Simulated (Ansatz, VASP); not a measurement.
**Two plane-wave programs on B4F**

```xyz
5
Lattice="2.0451 -1.5240 -0.3636 2.0451 1.5240 -0.3636 -2.4465 0.0000 6.8087" Properties=species:S:1:pos:R:3 pbc="T T T"
B     1.3809    0.0000    4.5578
B    -1.0792    0.0000    4.2437
B     2.7228    0.0000    1.8377
B     0.2626    0.0000    1.5236
F     0.0000    0.0000    0.0000
```

Change from the starting cell: species swapped into the AlAu4 type (C2/m, No. 12).

Alike in both runs: functional PBE; k mesh 8 × 8 × 2; occupations gaussian, width 0.1 eV; no spin polarisation.

Ansatz relaxed the structure, and its values are those at the end. VASP's run is a single point on that final structure, the one shown.

|  | VASP | Ansatz |
| --- | --- | --- |
| version | VASP 6.6.1 | Ansatz 0.2.0 |
| potentials or method | VASP PAW PBE potentials, release 64 (B, F), cutoff 520 eV | scalar-relativistic, plane waves, PAW |
| valence electrons in the cell | 19 | 19 |

|  | VASP | Ansatz | Ansatz less VASP |
| --- | --- | --- | --- |
| gap on the k mesh at the Fermi level (eV) | none | none | - |
| pressure (GPa) | 0.0 | 0.0 | -0.01 |
| rms of the force components (eV/Å) | 0.013 | 0.001 | -0.0116 |

A gap of «none» marks a metal or a gap that the smearing closes. The functional is the same, so the differences come from potentials, cutoffs and numerics.

The k mesh is coarse, so the values compare programs but aren't converged.
